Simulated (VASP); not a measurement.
# FeSi2 (P4/mmm) in VASP: a series of runs

The runs below take FeSi2 through single point, with r2SCAN.

All numbers are computed with VASP 6.6.1; they aren't measurements. Logs are shortened: lines on timing, memory, paths and dates and some standing lists are left out, and cuts for length are marked.

## Step 1: The cell of the first run

Symmetry: P4/mmm, No. 123, tetragonal system. The conventional cell has a = 2.690 Å, b = 2.690 Å, c = 5.080 Å, α = 90.00°, β = 90.00°, γ = 90.00°. Within 3.0 Å of Fe (site symmetry 4/mmm) lie 8 Si at 2.29 Å and 4 Fe at 2.69 Å. Within 3.0 Å of Si (site symmetry 4mm) lie 4 Fe at 2.29 Å and 6 Si at 2.54 to 2.69 Å.

## Step 2: Single point, r2SCAN

POSCAR

```
FeSi2
1.0
    0.0000000000      2.6900000000      5.0800000000
    2.6900000000      0.0000000000      5.0800000000
    2.6900000000      2.6900000000      0.0000000000
Fe Si
2 4
Direct
    0.0000000000      0.0000000000      0.0000000000
    0.5000000000      0.5000000000      0.5000000000
    0.1250000000      0.1250000000      0.3750000000
    0.6250000000      0.6250000000      0.8750000000
    0.3750000000      0.3750000000      0.1250000000
    0.8750000000      0.8750000000      0.6250000000
```

INCAR.step1

```
PREC = Accurate
ENCUT = 520
ISMEAR = 0
SIGMA = 0.05
LREAL = False
LASPH = True
NELM = 80
NBANDS = 25
GGA = PE
ALGO = Normal
EDIFF = 1E-4
LWAVE = True
LCHARG = False
```

INCAR.step2

```
PREC = Accurate
ENCUT = 520
EDIFF = 1E-6
ISMEAR = 0
SIGMA = 0.05
LREAL = False
LASPH = True
NELM = 80
ALGO = Normal
ISIF = 2
LWAVE = False
LCHARG = False
METAGGA = R2SCAN
LMIXTAU = True
NBANDS = 25
ISTART = 1
```

KPOINTS

```
Automatic mesh
0
Gamma
  5 5 5
```

Potentials or basis: VASP PAW PBE potentials, release 64 (Fe, Si).

Run with:

```console
cat potpaw_PBE.64/Fe/POTCAR potpaw_PBE.64/Si/POTCAR > POTCAR
cp INCAR.step1 INCAR
mpirun -np 1 vasp_std > vasp.out
cp INCAR.step2 INCAR
mpirun -np 1 vasp_std > vasp.out
```

OUTCAR:

```text
PREC = Accurate
   ENCUT = 520
   EDIFF = 1E-6
   ISMEAR = 0
   LREAL = False
   LASPH = True
   NELM = 80
   ISIF = 2
   METAGGA = R2SCAN
   ISTART = 1

 ion  position               nearest neighbor table
   1  0.000  0.000  0.000-   4 2.29   4 2.29   6 2.29   3 2.29   6 2.29   3 2.29   5 2.29   5 2.29
                             2 2.69   2 2.69   2 2.69   2 2.69
   2  0.500  0.500  0.500-   3 2.29   3 2.29   5 2.29   4 2.29   5 2.29   4 2.29   6 2.29   6 2.29
                             1 2.69   1 2.69   1 2.69   1 2.69
   3  0.125  0.125  0.375-   1 2.29   1 2.29   2 2.29   2 2.29   5 2.54   6 2.54   4 2.69   4 2.69
                             4 2.69   4 2.69
   4  0.625  0.625  0.875-   2 2.29   2 2.29   1 2.29   1 2.29   5 2.54   6 2.54   3 2.69   3 2.69
                             3 2.69   3 2.69
   5  0.375  0.375  0.125-   1 2.29   1 2.29   2 2.29   2 2.29   4 2.54   3 2.54   6 2.69   6 2.69
                             6 2.69   6 2.69
   6  0.875  0.875  0.625-   2 2.29   2 2.29   1 2.29   1 2.29   4 2.54   3 2.54   5 2.69   5 2.69
                             5 2.69   5 2.69

  LATTYP: Found a body centered tetragonal cell.
 ALAT       =     3.8042344828
 C/A-ratio  =     2.6707081401

  Lattice vectors:

 A1 = (  -2.6900000000,   0.0000000000,   5.0800000000)
 A2 = (   2.6900000000,   0.0000000000,   5.0800000000)
 A3 = (   0.0000000000,   2.6900000000,  -5.0800000000)

Analysis of symmetry for initial positions (statically):
=====================================================================
 Subroutine PRICEL returns following result:

  LATTYP: Found a simple tetragonal cell.
 ALAT       =     2.6900000000
 C/A-ratio  =     1.8884758364

  Lattice vectors:

 A1 = (   2.6900000000,   0.0000000000,   0.0000000000)
 A2 = (   0.0000000000,   2.6900000000,   0.0000000000)
 A3 = (   0.0000000000,   0.0000000000,   5.0800000000)

   2 primitive cells build up your supercell.

 Routine SETGRP: Setting up the symmetry group for a
 body centered tetragonal supercell.

 Subroutine GETGRP returns: Found 16 space group operations
 (whereof 16 operations were pure point group operations)
 out of a pool of 16 trial point group operations.

The static configuration has the point symmetry D_4h.

Analysis of symmetry for dynamics (positions and initial velocities):
=====================================================================
 Subroutine PRICEL returns following result:

  LATTYP: Found a simple tetragonal cell.
 ALAT       =     2.6900000000
 C/A-ratio  =     1.8884758364

  Lattice vectors:

 A1 = (   2.6900000000,   0.0000000000,   0.0000000000)
 A2 = (   0.0000000000,   2.6900000000,   0.0000000000)
 A3 = (   0.0000000000,   0.0000000000,   5.0800000000)

   2 primitive cells build up your supercell.

 Routine SETGRP: Setting up the symmetry group for a
 body centered tetragonal supercell.

 Subroutine GETGRP returns: Found 16 space group operations
 (whereof 16 operations were pure point group operations)
 out of a pool of 16 trial point group operations.

The dynamic configuration has the point symmetry D_4h.

 Subroutine INISYM returns: Found 16 space group operations
 (whereof 16 operations are pure point group operations),
 and found     2 'primitive' translations

----------------------------------------------------------------------------------------

                                     Primitive cell

  volume of cell :      36.7594

  direct lattice vectors                    reciprocal lattice vectors
     2.690000000  0.000000000  0.000000000     0.371747212  0.000000000  0.000000000
     0.000000000  2.690000000  0.000000000     0.000000000  0.371747212  0.000000000
     0.000000000  0.000000000  5.080000000     0.000000000  0.000000000  0.196850394

  length of vectors
     2.690000000  2.690000000  5.080000000     0.371747212  0.371747212  0.196850394

  position of ions in fractional coordinates (direct lattice)
     0.000000000  0.000000000  0.000000000
     0.500000000  0.500000000  0.250000000
     0.500000000  0.500000000  0.750000000

[... 48 lines left out ...]
  Thomas-Fermi vector in A             =   2.375107
   LORBIT       =      0    0 simple, 1 ext, 2 COOP (PROOUT), +10 PAW based schemes
   METAGGA = R2SCAN    functional components
   LHFCALC =     F    Hartree Fock is set to
   AEXX    =    0.0000 exact exchange contribution
   IVDW    =     0    specifies the selected vdW correction
   LEPSILON=     F    determine dielectric tensor
   LRPA    =     F    only Hartree local field effects (RPA)
 non-spin polarized calculation
 Gauss-broadening in eV      SIGMA  =   0.05
  energy-cutoff  :      520.00
  volume of cell :       73.52
 maximum number of plane-waves:      1992
 NGX is ok and might be reduce to    48
   NGX = 21   NGY = 21   NGZ = 15

 number of electron      31.9999999 magnetization

 Free energy of the ion-electron system (eV)
  ---------------------------------------------------
  ext. energy  EPLUGINS =         0.00000000
  ---------------------------------------------------
  free energy    TOTEN  =       -64.39081401 eV

  energy without entropy =      -64.38995527  energy(sigma->0) =      -64.39038464

 E-fermi :  10.0454     XC(G=0): -12.7500

 val. band max:        9.9893910982   @ k =   0.0000   0.0000   0.0000
 cond. band min:      10.1189293845   @ k =  -0.4000   0.2000   0.0000
 fundamental gap:      0.1295382863
 Fermi energy:        10.0454419818

 k-point     1 :       0.0000    0.0000    0.0000
  band No.  band energies     occupation
      1      -4.9598      2.00000
      2       0.4007      2.00000
      3       1.0170      2.00000
      4       1.7131      2.00000
      5       4.2347      2.00000
      6       4.2347      2.00000
[... 17 lines left out ...]
     24      15.7610      0.00000
     25      17.2761      0.00000

 k-point     2 :       0.2000   -0.0000    0.0000
  band No.  band energies     occupation
      1      -4.4791      2.00000
      2       0.2133      2.00000
      3       0.6423      2.00000
      4       2.6334      2.00000
      5       2.8808      2.00000
      6       4.5497      2.00000
[... 17 lines left out ...]
     24      15.3656      0.00000
     25      16.4906      0.00000
[... 418 lines left out ...]
     24      17.1081      0.00000
     25      19.0330      0.00000

 k-point    18 :      -0.4000    0.2000    0.4000
  band No.  band energies     occupation
      1      -1.5595      2.00000
      2      -0.2552      2.00000
      3       1.4348      2.00000
      4       1.6039      2.00000
      5       1.9011      2.00000
      6       2.6750      2.00000
[... 17 lines left out ...]
     24      17.2401      0.00000
     25      18.0635      0.00000

------------------------ aborting loop because EDIFF is reached ----------------------------------------

  FORCE on cell =-STRESS in cart. coord.  units (eV):
  Direction    XX          YY          ZZ          XY          YZ          ZX
  --------------------------------------------------------------------------------------
  -------------------------------------------------------------------------------------
  Total        3.6056197      3.6056197      3.7147659      0.0000000      0.0000000     -0.0000000
  in kB       78.5764195     78.5764195     80.9550172      0.0000000      0.0000000     -0.0000000
  external PRESSURE =      79.3692854 kB  Pullay stress =       0.0000000 kB

 VOLUME and BASIS-vectors are now :
 -----------------------------------------------------------------------------
  energy-cutoff  :      520.00
  volume of cell :       73.52
      direct lattice vectors                 reciprocal lattice vectors
     0.000000000  2.690000000  5.080000000    -0.185873606  0.185873606  0.098425197
     2.690000000  0.000000000  5.080000000     0.185873606 -0.185873606  0.098425197
     2.690000000  2.690000000  0.000000000     0.185873606  0.185873606 -0.098425197

 POSITION                                       TOTAL-FORCE (eV/Angst)
 -----------------------------------------------------------------------------------
      0.00000      0.00000      0.00000         0.000000     -0.000000     -0.000000
      2.69000      2.69000      5.08000        -0.000000      0.000000     -0.000000
      1.34500      1.34500      1.27000         0.000000     -0.000000      3.278447
      4.03500      4.03500      6.35000         0.000000     -0.000000      3.278447
      1.34500      1.34500      3.81000         0.000000     -0.000000     -3.278447
      4.03500      4.03500      8.89000         0.000000     -0.000000     -3.278447
 -----------------------------------------------------------------------------------
    total drift:                               -0.000000      0.000000     -0.000000

  FREE ENERGIE OF THE ION-ELECTRON SYSTEM (eV)
  ---------------------------------------------------
  free  energy   TOTEN  =       -64.3908140076 eV

  energy  without entropy=      -64.3899552739  energy(sigma->0) =      -64.39038464
```

Run time: 5.7 min. Hardware: 1 thread of Intel Xeon 8259CL, shared host; peak memory 0.26 GiB.

What came out:

```
Free energy            : -64.3908 eV
Pressure               : 7.9 GPa
Largest force          : 3.278 eV/Å
Band gap on the k mesh : 0.13 eV
```

Forces in eV/Å, atoms in the order of the input:
```
Fe   0.000  0.000  0.000
Fe   0.000  0.000  0.000
Si   0.000  0.000  3.278
Si   0.000  0.000  3.278
Si   0.000  0.000 -3.278
Si   0.000  0.000 -3.278
```

Stress tensor (GPa, compression positive):
```
7.86 0.00 0.00
0.00 7.86 0.00
0.00 0.00 8.10
```

Caveat: the cell stands under pressure; the PAW data sets were made with another functional, which shifts forces and pressure a little. A k mesh can miss the band edges.

## Step 3: Single point, r2SCAN, collinear spin, antiferromagnetic start

POSCAR is that of step 2.

INCAR.step1

```
PREC     = Accurate       # precision mode
ENCUT    = 520            # plane-wave cutoff, eV
ISMEAR   = 0              # smearing method
SIGMA    = 0.05           # smearing width, eV
LREAL    = False          # projectors in reciprocal space
LASPH    = True           # aspherical terms in the spheres
NELM     = 150            # most SCF steps
ISPIN    = 2              # spin polarisation
MAGMOM   = 4 -4 0 0 0 0   # initial moments
LMAXMIX  = 4              # l up to which the mixer works
NBANDS   = 29             # bands
GGA      = PE             # functional
ALGO     = Normal         # electronic algorithm
EDIFF    = 1E-4           # SCF threshold, eV
LWAVE    = True           # write WAVECAR
LCHARG   = False          # write CHGCAR
```

INCAR.step2

```
PREC     = Accurate       # precision mode
ENCUT    = 520            # plane-wave cutoff, eV
EDIFF    = 1E-6           # SCF threshold, eV
ISMEAR   = 0              # smearing method
SIGMA    = 0.05           # smearing width, eV
LREAL    = False          # projectors in reciprocal space
LASPH    = True           # aspherical terms in the spheres
NELM     = 150            # most SCF steps
ALGO     = Normal         # electronic algorithm
ISIF     = 2              # what is computed and relaxed
LWAVE    = False          # write WAVECAR
LCHARG   = False          # write CHGCAR
ISPIN    = 2              # spin polarisation
MAGMOM   = 4 -4 0 0 0 0   # initial moments
LORBIT   = 11             # projections on sites
LMAXMIX  = 4              # l up to which the mixer works
METAGGA  = R2SCAN         # meta-GGA
LMIXTAU  = True         
NBANDS   = 29             # bands
ISTART   = 1
```

KPOINTS is that of step 2.

Potentials or basis: VASP PAW PBE potentials, release 64 (Fe, Si).

Run with:

```console
cat potpaw_PBE.64/Fe/POTCAR potpaw_PBE.64/Si/POTCAR > POTCAR
cp INCAR.step1 INCAR
mpirun -np 1 vasp_std > vasp.out
cp INCAR.step2 INCAR
mpirun -np 1 vasp_std > vasp.out
```

It took 11 min on 1 thread of Intel Xeon 8259CL, shared host; peak memory 0.34 GiB.

It converged, with:

| Item | Value |
| --- | --- |
| Free energy | -64.3908 eV |
| Pressure | 8.0 GPa |
| Largest force | 3.278 eV/Å |
| Band gap on the k mesh | 0.13 eV |
| Net moment | 0.00 μB per cell |
| Valence electrons inside the program's atomic spheres | Fe 8.11; Si 1.64 |

Forces on the atoms (eV/Å):
```
Fe   0.000  0.000  0.000
Fe   0.000  0.000  0.000
Si   0.000  0.000  3.278
Si   0.000  0.000  3.278
Si   0.000  0.000 -3.278
Si   0.000  0.000 -3.278
```

Stress tensor (GPa, compression positive):
```
7.87 0.00 0.00
0.00 7.87 0.00
0.00 0.00 8.11
```

Levels at points of the mesh, in eV from the valence-band top:
Spin up:
| k point | band 14 | band 15 | band 16 | band 17 | band 18 | band 19 |
| --- | --- | --- | --- | --- | --- | --- |
| (0.00, 0.00, 0.00) | -1.49 | -1.34 | 0.00 | 1.13 | 1.13 | 1.79 |
Spin down:
| k point | band 12 | band 13 | band 14 | band 15 | band 16 | band 17 | band 18 | band 19 | band 20 | band 21 |
| --- | --- | --- | --- | --- | --- | --- | --- | --- | --- | --- |
| (0.00, 0.00, 0.00) | -1.98 | -1.98 | -1.49 | -1.34 | 0.00 | 1.13 | 1.13 | 1.79 | 2.85 | 3.73 |

Caveat: the cell stands under pressure; the moments typed at the start vanished in this run; the PAW data sets were made with another functional, which shifts forces and pressure a little.

## Step 4: Single point, r2SCAN, collinear spin, ferromagnetic start

POSCAR is that of step 3.

INCAR.step1

```
SYSTEM = FeSi2
PREC = Accurate
ENCUT = 520
ISMEAR = 0
SIGMA = 0.05
LREAL = .False.
LASPH = .True.
NELM = 150
ISPIN = 2
MAGMOM = 0.39 0.39 -0.01 -0.01 -0.01 -0.01
LMAXMIX = 4
NBANDS = 29
GGA = PE
ALGO = Normal
EDIFF = 1E-4
LWAVE = .True.
LCHARG = .False.
```

INCAR.step2

```
SYSTEM = FeSi2
PREC = Accurate
ENCUT = 520
EDIFF = 1E-6
ISMEAR = 0
SIGMA = 0.05
LREAL = .False.
LASPH = .True.
NELM = 150
ALGO = Normal
ISIF = 2
LWAVE = .False.
LCHARG = .False.
ISPIN = 2
MAGMOM = 0.39 0.39 -0.01 -0.01 -0.01 -0.01
LORBIT = 11
LMAXMIX = 4
METAGGA = R2SCAN
LMIXTAU = .True.
NBANDS = 29
ISTART = 1
```

KPOINTS

```
Automatic mesh
0
Gamma
  5 5 5
  0 0 0
```

Run with:

```console
cat potpaw_PBE.64/Fe/POTCAR potpaw_PBE.64/Si/POTCAR > POTCAR
cp INCAR.step1 INCAR
mpirun -np 1 vasp_std > vasp.out
cp INCAR.step2 INCAR
mpirun -np 1 vasp_std > vasp.out
```

Wall time 15 min (1 thread of Intel Xeon 8259CL, shared host); peak memory 0.34 GiB.

Results (log left out):

* Free energy: -64.4420 eV
* Pressure: 8.5 GPa
* Largest force: 2.995 eV/Å
* Net moment: 0.68 μB per cell
* Site moments: Fe +0.35; Si -0.00 μB
* Valence electrons inside the program's atomic spheres: Fe 8.11; Si 1.64

Forces in eV/Å, atoms in the order of the input:
```
Fe   0.000  0.000  0.000
Fe   0.000  0.000  0.000
Si   0.000  0.000  2.995
Si   0.000  0.000  2.995
Si   0.000  0.000 -2.995
Si   0.000  0.000 -2.995
```

Stress tensor (GPa, compression positive):
```
9.22 0.00 0.00
0.00 9.22 0.00
0.00 0.00 6.93
```

Levels at points of the mesh, in eV from the Fermi level:
Spin up:
| k point | band 14 | band 15 | band 16 | band 17 | band 18 | band 19 |
| --- | --- | --- | --- | --- | --- | --- |
| (0.00, 0.00, 0.00) | -1.53 | -1.17 | -0.42 | 1.16 | 1.16 | 1.88 |
Spin down:
```
           k point  band 14  band 15  band 16  band 17  band 18  band 19
(0.00, 0.00, 0.00)    -1.15    -1.05     0.89     1.35     1.35     1.89
```

Caveat: the cell stands under pressure; the PAW data sets were made with another functional, which shifts forces and pressure a little.

## Step 5: Single point, r2SCAN, collinear spin, ferromagnetic start

POSCAR is that of step 4.

INCAR.step1

```
ALGO = Normal
EDIFF = 1E-4
ENCUT = 520
GGA = PE
ISMEAR = 0
ISPIN = 2
LASPH = T
LCHARG = F
LMAXMIX = 4
LREAL = F
LWAVE = T
MAGMOM = 4 4 0 0 0 0
NBANDS = 29
NELM = 150
PREC = Accurate
SIGMA = 0.05
```

INCAR.step2

```
ALGO = Normal
EDIFF = 1E-6
ENCUT = 520
ISIF = 2
ISMEAR = 0
ISPIN = 2
ISTART = 1
LASPH = T
LCHARG = T
LELF = T
LMAXMIX = 4
LMIXTAU = T
LORBIT = 11
LREAL = F
LVHAR = T
LWAVE = F
MAGMOM = 4 4 0 0 0 0
METAGGA = R2SCAN
NBANDS = 29
NELM = 150
PREC = Accurate
SIGMA = 0.05
```

KPOINTS

```
k-points
0
Gamma
  5 5 5
```

Run with:

```console
cat potpaw_PBE.64/Fe/POTCAR potpaw_PBE.64/Si/POTCAR > POTCAR
cp INCAR.step1 INCAR
mpirun -np 1 vasp_std > vasp.out
cp INCAR.step2 INCAR
mpirun -np 1 vasp_std > vasp.out
```

It took 13 min on 1 thread of Intel Xeon 8259CL, shared host; peak memory 0.34 GiB.

The run converged. Its results:

| Item | Value |
| --- | --- |
| Free energy | -64.4420 eV |
| Pressure | 8.6 GPa |
| Largest force | 2.994 eV/Å |
| Net moment | 0.68 μB per cell |
| Site moments | Fe +0.35; Si -0.00 μB |
| Valence electrons inside the program's atomic spheres | Fe 8.11; Si 1.64 |

Forces on the atoms (eV/Å):
```
Fe   0.000  0.000  0.000
Fe   0.000  0.000  0.000
Si   0.000  0.000  2.994
Si   0.000  0.000  2.994
Si   0.000  0.000 -2.994
Si   0.000  0.000 -2.994
```

Stress tensor (GPa, compression positive):
```
9.37 0.00 0.00
0.00 9.37 0.00
0.00 0.00 7.18
```

Levels at points of the mesh, in eV from the Fermi level:
Spin up:
```csv
k point,band 12,band 13,band 14,band 15,band 16,band 17,band 18,band 19,band 20,band 21
"(0.00, 0.00, 0.00)",-1.92,-1.92,-1.53,-1.17,-0.42,1.16,1.16,1.88,2.99,3.76
```
Spin down:
```tsv
k point	band 13	band 14	band 15	band 16	band 17	band 18	band 19	band 20
(0.00, 0.00, 0.00)	-1.64	-1.15	-1.05	0.89	1.35	1.35	1.89	3.09
```

Caveat: the cell stands under pressure; the PAW data sets were made with another functional, which shifts forces and pressure a little.

## Step 6: Single point, r2SCAN, collinear spin, ferromagnetic start

POSCAR is that of step 5.

INCAR.step1

```
PREC = Accurate
ENCUT = 520
ISMEAR = 0
SIGMA = 0.05
LREAL = F
LASPH = T
NELM = 150
ISPIN = 2
MAGMOM = 0.4 0.4 0 0 0 0
LMAXMIX = 4
NBANDS = 29
GGA = PE
ALGO = Normal
EDIFF = 1E-4
LWAVE = T
LCHARG = F
```

INCAR.step2

```
PREC = Accurate
ENCUT = 520
EDIFF = 1E-7
ISMEAR = 0
SIGMA = 0.05
LREAL = F
LASPH = T
NELM = 150
ALGO = Normal
ISIF = 2
LWAVE = F
LCHARG = F
ISPIN = 2
MAGMOM = 0.4 0.4 0 0 0 0
LORBIT = 11
LMAXMIX = 4
METAGGA = R2SCAN
LMIXTAU = T
NBANDS = 29
ISTART = 1
```

KPOINTS

```
Automatic mesh
0
Gamma
  5 5 5
```

Potentials or basis: VASP PAW PBE potentials, release 64 (Fe, Si).

Run with:

```console
cat potpaw_PBE.64/Fe/POTCAR potpaw_PBE.64/Si/POTCAR > POTCAR
cp INCAR.step1 INCAR
mpirun -np 1 vasp_std > vasp.out
cp INCAR.step2 INCAR
mpirun -np 1 vasp_std > vasp.out
```

Wall time 18 min (1 thread of Intel Xeon 8259CL, shared host); peak memory 0.34 GiB.

The run converged. Its results:

* Free energy: -64.4420 eV
* Pressure: 8.6 GPa
* Largest force: 2.995 eV/Å
* Net moment: 0.68 μB per cell
* Site moments: Fe +0.35; Si -0.00 μB
* Valence electrons inside the program's atomic spheres: Fe 8.11; Si 1.64

Forces in eV/Å, atoms in the order of the input:
```
Fe   0.000  0.000  0.000
Fe   0.000  0.000  0.000
Si   0.000  0.000  2.995
Si   0.000  0.000  2.995
Si   0.000  0.000 -2.995
Si   0.000  0.000 -2.995
```

Stress tensor (GPa, compression positive):
```
9.30 0.00 0.00
0.00 9.30 0.00
0.00 0.00 7.06
```

Levels at points of the mesh, in eV from the Fermi level:
Spin up:
| k point | band 12 | band 13 | band 14 | band 15 | band 16 | band 17 | band 18 | band 19 | band 20 | band 21 |
| --- | --- | --- | --- | --- | --- | --- | --- | --- | --- | --- |
| (0.00, 0.00, 0.00) | -1.92 | -1.92 | -1.53 | -1.17 | -0.42 | 1.16 | 1.16 | 1.88 | 2.99 | 3.76 |
Spin down:
```tsv
k point	band 14	band 15	band 16	band 17	band 18	band 19
(0.00, 0.00, 0.00)	-1.15	-1.05	0.89	1.35	1.35	1.89
```

Caveat: the cell stands under pressure; the PAW data sets were made with another functional, which shifts forces and pressure a little.

The gap in the log of VASP goes by the Fermi energy; the results here count the filled bands.